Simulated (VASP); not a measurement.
# Ir (Fm-3m) in VASP: notebook, part 2 of 2

VASP 6.6.1. Earlier steps stand in the parts before.

### 4 Relaxation of cell and atoms, PBE

Contents of INCAR:

```
ALGO = Normal ; EDIFF = 1E-7
EDIFFG = -0.05 ; ENCUT = 500
GGA = PE ; GGA_COMPAT = False
IBRION = 2 ; ISIF = 3
ISMEAR = 0 ; LASPH = True
LCHARG = False ; LREAL = False
LWAVE = False ; NELM = 120
NELMIN = 4 ; NSW = 100
PREC = Accurate ; SIGMA = 0.1
```

Contents of KPOINTS:

```
k-points
0
Gamma
  8 8 8
```

Contents of POSCAR:

```
Ir
1.0
    0.0000000000      1.9117432834      1.9117432834
    1.9117432834      0.0000000000      1.9117432834
    1.9117432834      1.9117432834      0.0000000000
Ir
1
Direct
    0.0000000000      0.0000000000      0.0000000000
```

Potentials or basis: VASP PAW PBE potentials, release 64 (Ir).

Launch:

```
$ cat potpaw_PBE.64/Ir/POTCAR > POTCAR
$ mpirun -np 1 vasp_std > vasp.out
```

OUTCAR:

```text
EDIFF = 1E-7
   EDIFFG = -0.05
   ENCUT = 500
   GGA = PE
   IBRION = 2
   ISIF = 3
   ISMEAR = 0
   LASPH = True
   LREAL = False
   NELM = 120
   NELMIN = 4
   NSW = 100
   PREC = Accurate

 ion  position               nearest neighbor table
   1  0.000  0.000  0.000-

  LATTYP: Found a face centered cubic cell.
 ALAT       =     3.8234865668

  Lattice vectors:

 A1 = (   0.0000000000,   1.9117432834,   1.9117432834)
 A2 = (   1.9117432834,   0.0000000000,   1.9117432834)
 A3 = (   1.9117432834,   1.9117432834,   0.0000000000)

Analysis of symmetry for initial positions (statically):
=====================================================================
 Subroutine PRICEL returns:
 Original cell was already a primitive cell.

 Routine SETGRP: Setting up the symmetry group for a
 face centered cubic supercell.

 Subroutine GETGRP returns: Found 48 space group operations
 (whereof 48 operations were pure point group operations)
 out of a pool of 48 trial point group operations.

The static configuration has the point symmetry O_h .

Analysis of symmetry for dynamics (positions and initial velocities):
=====================================================================
 Subroutine PRICEL returns:
 Original cell was already a primitive cell.

 Routine SETGRP: Setting up the symmetry group for a
 face centered cubic supercell.

[... 137 lines left out ...]
  volume of cell :       13.97
 maximum number of plane-waves:       363
   NGX =  9   NGY =  9   NGZ =  9

--------------------------------------- Ionic step        1  -------------------------------------------

 number of electron       9.0000000 magnetization

 Free energy of the ion-electron system (eV)
  ---------------------------------------------------
  ext. energy  EPLUGINS =         0.00000000
  ---------------------------------------------------
  free energy    TOTEN  =        -8.75268604 eV

  energy without entropy =       -8.74426274  energy(sigma->0) =       -8.74847439

 E-fermi :  10.6801     XC(G=0): -14.0607

 val. band max:       10.6345547282   @ k =  -0.3750   0.1250   0.0000
 cond. band min:      10.7027933976   @ k =  -0.3750   0.2500   0.0000
 fundamental gap:      0.0682386695
 Fermi energy:        10.6800722107

 k-point     1 :       0.0000    0.0000    0.0000
  band No.  band energies     occupation
      1      -0.6314      2.00000
      2       6.6629      2.00000
      3       6.6629      2.00000
      4       6.6629      2.00000
      5       9.4169      2.00000
      6       9.4169      2.00000
      7      24.9053      0.00000
      8      30.5891      0.00000
[... 357 lines left out ...]
--------------------------------------- Ionic step        4  -------------------------------------------

 number of electron       9.0000000 magnetization

 Free energy of the ion-electron system (eV)
  ---------------------------------------------------
  ext. energy  EPLUGINS =         0.00000000
  ---------------------------------------------------
  free energy    TOTEN  =        -8.78151605 eV

  energy without entropy =       -8.77259885  energy(sigma->0) =       -8.77705745

 E-fermi :   9.9456     XC(G=0): -13.8101

 val. band max:        9.9018183307   @ k =  -0.3750   0.1250   0.0000
 cond. band min:       9.9653934697   @ k =  -0.3750   0.2500   0.0000
 fundamental gap:      0.0635751390
 Fermi energy:         9.9455628375

 k-point     1 :       0.0000    0.0000    0.0000
  band No.  band energies     occupation
      1      -0.9052      2.00000
      2       6.1828      2.00000
      3       6.1828      2.00000
      4       6.1828      2.00000
      5       8.7572      2.00000
      6       8.7572      2.00000
      7      24.2611      0.00000
      8      29.6919      0.00000
[... 281 lines left out ...]
  FREE ENERGIE OF THE ION-ELECTRON SYSTEM (eV)
  ---------------------------------------------------
  free  energy   TOTEN  =        -8.7815160516 eV

  energy  without entropy=       -8.7725988514  energy(sigma->0) =       -8.77705745

 reached required accuracy - stopping structural energy minimisation
```

It took 9.3 s on 1 thread of Intel Xeon Platinum 8375C at 2.90GHz (Ice Lake), shared host; peak memory 0.14 GiB.

What came out:

```
Free energy                           : -8.7815 eV
Relaxed volume                        : 14.58 Å³/atom
Relaxed cell                          : a = 2.742 Å, b = 2.742 Å, c = 2.742 Å, α = 60.00°, β = 60.00°, γ = 60.00°
Space group after relaxing (to 0.1 Å) : Fm-3m (No. 225)
Energy gained by relaxing             : 28.8 meV/atom
Ionic steps                           : 4
Pressure after relaxing               : -0.1 GPa
Band gap on the k mesh                : zero (an odd number of electrons rules out a gap without spin polarisation)
```

The path:
| step | energy change (eV) | largest force (eV/Å) | pressure (GPa) | volume (Å³) |
| --- | --- | --- | --- | --- |
| 1 | 0.0000 | 0.0000 | 16.17 | 13.97 |
| 2 | 0.2948 | 0.0000 | -35.83 | 17.03 |
| 3 | -0.0287 | 0.0000 | -1.02 | 14.62 |
| 4 | -0.0288 | 0.0000 | -0.10 | 14.58 |

Final structure:
```xyz
1
Lattice="0.0000 1.9388 1.9388 1.9388 0.0000 1.9388 1.9388 1.9388 0.0000" Properties=species:S:1:pos:R:3 pbc="T T T"
Ir    0.0000    0.0000    0.0000
```

Caveat: spin-orbit coupling is left out, which moves the levels of the heavy elements. PBE usually gives volumes a little too large and moduli too small.

### 5 Single point, PBE

This run uses another cell than the first one, of 14.50 Å³/atom.

Contents of INCAR:

```
SYSTEM = Ir
ALGO = Normal ; EDIFF = 1E-6
ENCUT = 500 ; GGA = PE
GGA_COMPAT = .False. ; ISIF = 2
ISMEAR = 0 ; LASPH = .True.
LCHARG = .False. ; LREAL = .False.
LWAVE = .False. ; NBANDS = 10
NELM = 120 ; PREC = Accurate
SIGMA = 0.1
```

Contents of KPOINTS:

```
k-points
0
Gamma
  18 18 18
  0 0 0
```

Contents of POSCAR:

```
Ir
1.0
    0.0000000000      1.9353345216      1.9353345216
    1.9353345216      0.0000000000      1.9353345216
    1.9353345216      1.9353345216      0.0000000000
Ir
1
Direct
    0.0000000000      0.0000000000      0.0000000000
```

Potentials or basis: VASP PAW PBE potentials, release 64 (Ir).

Launch:

```
$ cat potpaw_PBE.64/Ir/POTCAR > POTCAR
$ mpirun -np 1 vasp_std > vasp.out
```

OUTCAR:

```text
SYSTEM = Ir
   EDIFF = 1E-6
   ENCUT = 500
   GGA = PE
   ISIF = 2
   ISMEAR = 0
   LASPH = .True.
   LREAL = .False.
   NELM = 120
   PREC = Accurate

 ion  position               nearest neighbor table
   1  0.000  0.000  0.000-

  LATTYP: Found a face centered cubic cell.
 ALAT       =     3.8706690432

  Lattice vectors:

 A1 = (   0.0000000000,   1.9353345216,   1.9353345216)
 A2 = (   1.9353345216,   0.0000000000,   1.9353345216)
 A3 = (   1.9353345216,   1.9353345216,   0.0000000000)
[... 481 lines left out ...]
      1       1.3009      2.00000
      2       5.5986      2.00000
      3       6.6846      2.00000
      4       6.7737      2.00000
      5       8.5579      2.00000
      6       9.3822      2.00000
      7      24.0408      0.00000
      8      26.8148      0.00000
      9      31.7725      0.00000
     10      33.0106      0.00000

 [... further k-points ...]
[... 5 lines left out ...]
  --------------------------------------------------------------------------------------
  -------------------------------------------------------------------------------------
  Total        0.0404333      0.0404333      0.0404333      0.0000000      0.0000000      0.0000000
  in kB        4.4683991      4.4683991      4.4683991      0.0000000      0.0000000      0.0000000
  external PRESSURE =       4.4683991 kB  Pullay stress =       0.0000000 kB

 VOLUME and BASIS-vectors are now :
 -----------------------------------------------------------------------------
  energy-cutoff  :      500.00
  volume of cell :       14.50
      direct lattice vectors                 reciprocal lattice vectors
     0.000000000  1.935334522  1.935334522    -0.258353269  0.258353269  0.258353269
     1.935334522  0.000000000  1.935334522     0.258353269 -0.258353269  0.258353269
     1.935334522  1.935334522  0.000000000     0.258353269  0.258353269 -0.258353269

 POSITION                                       TOTAL-FORCE (eV/Angst)
 -----------------------------------------------------------------------------------
      0.00000      0.00000      0.00000        -0.000000     -0.000000     -0.000000
 -----------------------------------------------------------------------------------
    total drift:                                0.000000      0.000000     -0.000000

  FREE ENERGIE OF THE ION-ELECTRON SYSTEM (eV)
  ---------------------------------------------------
  free  energy   TOTEN  =        -8.8536256342 eV

  energy  without entropy=       -8.8482636318  energy(sigma->0) =       -8.85094463
```

stdout:

```text
POSCAR found type information on POSCAR Ir
 POSCAR found :  1 types and       1 ions
 scaLAPACK will be used
 LDA part: xc-table for (Slater+PW92), standard interpolation
 POSCAR, INCAR and KPOINTS ok, starting setup
 FFT: planning ... GRIDC
 FFT: planning ... GRID_SOFT
 FFT: planning ... GRID
 WAVECAR not read
 entering main loop
```

Run time: 14 s. Hardware: 1 thread of Intel Xeon Platinum 8375C at 2.90GHz (Ice Lake), shared host; peak memory 0.15 GiB.

Results:

- Free energy: -8.8536 eV
- Pressure: 0.4 GPa
- Band gap on the k mesh: zero (an odd number of electrons rules out a gap without spin polarisation)

Levels at points of the mesh, in eV from the Fermi level:
| k point | band 2 | band 3 | band 4 | band 5 | band 6 | band 7 |
| --- | --- | --- | --- | --- | --- | --- |
| (0.00, 0.00, 0.00) | -3.77 | -3.77 | -3.77 | -1.19 | -1.19 | 14.34 |
| (0.50, 0.00, 0.00) | -3.87 | -3.87 | -0.73 | 0.82 | 0.82 | 6.99 |
| (0.50, 0.50, 0.00) | -7.11 | 0.79 | 1.38 | 1.38 | 1.67 | 10.15 |

Caveat: spin-orbit coupling is left out, which moves the levels of the heavy elements.

### 6 Relaxation of cell and atoms, PBE

This run uses another cell than the first one, of 14.56 Å³/atom.

Contents of INCAR:

```
SYSTEM = Ir
PREC = Accurate
ENCUT = 500
EDIFF = 1E-7
ISMEAR = 0
SIGMA = 0.1
LREAL = .False.
LASPH = .True.
NELM = 120
ALGO = Normal
ISIF = 3
LWAVE = .False.
LCHARG = .False.
GGA = PE
IBRION = 2
NSW = 100
EDIFFG = -0.005
GGA_COMPAT = .False.
NELMIN = 4
```

Contents of KPOINTS:

```
regular mesh
0
Gamma
  18 18 18
  0 0 0
```

Contents of POSCAR:

```
Ir
1.0
    0.0000000000      1.9381718934      1.9381718934
    1.9381718934      0.0000000000      1.9381718934
    1.9381718934      1.9381718934      0.0000000000
Ir
1
Direct
    0.0000000000      0.0000000000      0.0000000000
```

Potentials or basis: VASP PAW PBE potentials, release 64 (Ir).

Launch:

```
$ cat potpaw_PBE.64/Ir/POTCAR > POTCAR
$ mpirun -np 1 vasp_std > vasp.out
```

OUTCAR:

```text
SYSTEM = Ir
   PREC = Accurate
   ENCUT = 500
   EDIFF = 1E-7
   ISMEAR = 0
   LREAL = .False.
   LASPH = .True.
   NELM = 120
   ISIF = 3
   GGA = PE
   IBRION = 2
   NSW = 100
   EDIFFG = -0.005
   NELMIN = 4

 ion  position               nearest neighbor table
   1  0.000  0.000  0.000-

  LATTYP: Found a face centered cubic cell.
 ALAT       =     3.8763437868

  Lattice vectors:

 A1 = (   0.0000000000,   1.9381718934,   1.9381718934)
 A2 = (   1.9381718934,   0.0000000000,   1.9381718934)
 A3 = (   1.9381718934,   1.9381718934,   0.0000000000)

Analysis of symmetry for initial positions (statically):
=====================================================================
 Subroutine PRICEL returns:
 Original cell was already a primitive cell.

 Routine SETGRP: Setting up the symmetry group for a
 face centered cubic supercell.

 Subroutine GETGRP returns: Found 48 space group operations
 (whereof 48 operations were pure point group operations)
 out of a pool of 48 trial point group operations.

The static configuration has the point symmetry O_h .

Analysis of symmetry for dynamics (positions and initial velocities):
=====================================================================
 Subroutine PRICEL returns:
[... 163 lines left out ...]
  -------------------------------------------------------------------------------------
  Total       -0.0982155     -0.0982155     -0.0982155      0.0000000      0.0000000      0.0000000
  in kB      -10.8064619    -10.8064619    -10.8064619      0.0000000      0.0000000      0.0000000
  external PRESSURE =     -10.8064619 kB  Pullay stress =       0.0000000 kB
[... 22 lines left out ...]
--------------------------------------- Ionic step        2  -------------------------------------------

 number of electron       9.0000000 magnetization

 E-fermi :  10.1868     XC(G=0): -13.9012

 val. band max:       10.1833192730   @ k =   0.5000   0.2222   0.1111
 cond. band min:      10.1918500202   @ k =   0.3333   0.1111   0.0556
 fundamental gap:      0.0085307472
 Fermi energy:        10.1868103341

 k-point     1 :       0.0000    0.0000    0.0000
  band No.  band energies     occupation
      1      -0.8084      2.00000
      2       6.3545      2.00000
      3       6.3545      2.00000
      4       6.3545      2.00000
      5       8.9814      2.00000
      6       8.9814      2.00000
      7      24.5076      0.00000
      8      30.0070      0.00000
[... 287 lines left out ...]
--------------------------------------- Ionic step        3  -------------------------------------------

 number of electron       9.0000000 magnetization

 Free energy of the ion-electron system (eV)
  ---------------------------------------------------
  ext. energy  EPLUGINS =         0.00000000
  ---------------------------------------------------
  free energy    TOTEN  =        -8.85369372 eV

  energy without entropy =       -8.84831842  energy(sigma->0) =       -8.85100607

 E-fermi :   9.9957     XC(G=0): -13.8354

 val. band max:        9.9930189950   @ k =   0.5000   0.2222   0.1111
 cond. band min:      10.0000062091   @ k =   0.3333   0.1111   0.0556
 fundamental gap:      0.0069872142
 Fermi energy:         9.9956533559

 k-point     1 :       0.0000    0.0000    0.0000
  band No.  band energies     occupation
      1      -0.8791      2.00000
      2       6.2294      2.00000
      3       6.2294      2.00000
      4       6.2294      2.00000
      5       8.8099      2.00000
      6       8.8099      2.00000
      7      24.3388      0.00000
      8      29.7724      0.00000
[... 281 lines left out ...]
  FREE ENERGIE OF THE ION-ELECTRON SYSTEM (eV)
  ---------------------------------------------------
  free  energy   TOTEN  =        -8.8536937244 eV

  energy  without entropy=       -8.8483184210  energy(sigma->0) =       -8.85100607

 reached required accuracy - stopping structural energy minimisation
```

Wall time 24 s (1 thread of Intel Xeon Platinum 8375C at 2.90GHz (Ice Lake), shared host); peak memory 0.15 GiB.

What came out:

```
Free energy                           : -8.8537 eV
Relaxed volume                        : 14.52 Å³/atom
Relaxed cell                          : a = 2.738 Å, b = 2.738 Å, c = 2.738 Å, α = 60.00°, β = 60.00°, γ = 60.00°
Space group after relaxing (to 0.1 Å) : Fm-3m (No. 225)
Energy gained by relaxing             : 0.2 meV/atom
Ionic steps                           : 3
Pressure after relaxing               : 0.0 GPa
Band gap on the k mesh                : zero (an odd number of electrons rules out a gap without spin polarisation)
```

The path:
```csv
step,energy change (eV),largest force (eV/Å),pressure (GPa),volume (Å³)
1,0.0000,0.0000,-1.08,14.56
2,0.0018,0.0000,4.01,14.36
3,-0.0002,0.0000,0.01,14.52
```

Final structure:
```yaml
crystal:
  lattice:
    - [0.00000, 1.93613, 1.93613]
    - [1.93613, 0.00000, 1.93613]
    - [1.93613, 1.93613, 0.00000]
  atoms:
    - { symbol: Ir, position: [0.00000, 0.00000, 0.00000] }
```

Levels at points of the mesh, in eV from the Fermi level:
```csv
k point,band 1,band 2,band 3,band 4,band 5,band 6,band 7,band 8
"(0.00, 0.00, 0.00)",-10.87,-3.77,-3.77,-3.77,-1.19,-1.19,14.34,19.78
"(0.50, 0.00, 0.00)",-7.86,-3.86,-3.86,-0.72,0.82,0.82,6.97,13.88
"(0.50, 0.50, 0.00)",-7.65,-7.09,0.79,1.37,1.37,1.67,10.13,11.56
```

Caveat: spin-orbit coupling is left out, which moves the levels of the heavy elements.

### 7 The runs side by side

```tsv
task	cell	k mesh	gap on the mesh (eV)	pressure (GPa)	relaxed volume (Å³/atom)
single point	a = 2.704 Å, angles 60.0°, 1 atom	8 × 8 × 8	none	16.2	-
single point	a = 2.741 Å, angles 60.0°, 1 atom	8 × 8 × 8	none	0.3	-
relaxation of cell and atoms	relaxed from a = 2.704 Å, angles 60.0°, 1 atom	8 × 8 × 8	none	-0.1	14.58
single point	a = 2.737 Å, angles 60.0°, 1 atom	18 × 18 × 18	none	0.4	-
relaxation of cell and atoms	relaxed from a = 2.741 Å, angles 60.0°, 1 atom	18 × 18 × 18	none	0.0	14.52
```

Alike in all rows: level PBE; potentials or basis VASP PAW PBE potentials, release 64 (Ir); no spin polarisation; cutoff (eV) 500; smearing gaussian 0.1 eV.

Caveats: spin-orbit coupling is left out, which moves the levels of the heavy elements; the cell stands under pressure (at least some runs).

Absolute energies hang on the potentials; compare differences alone.

The gap in the log of VASP goes by the Fermi energy; the results here count the filled bands.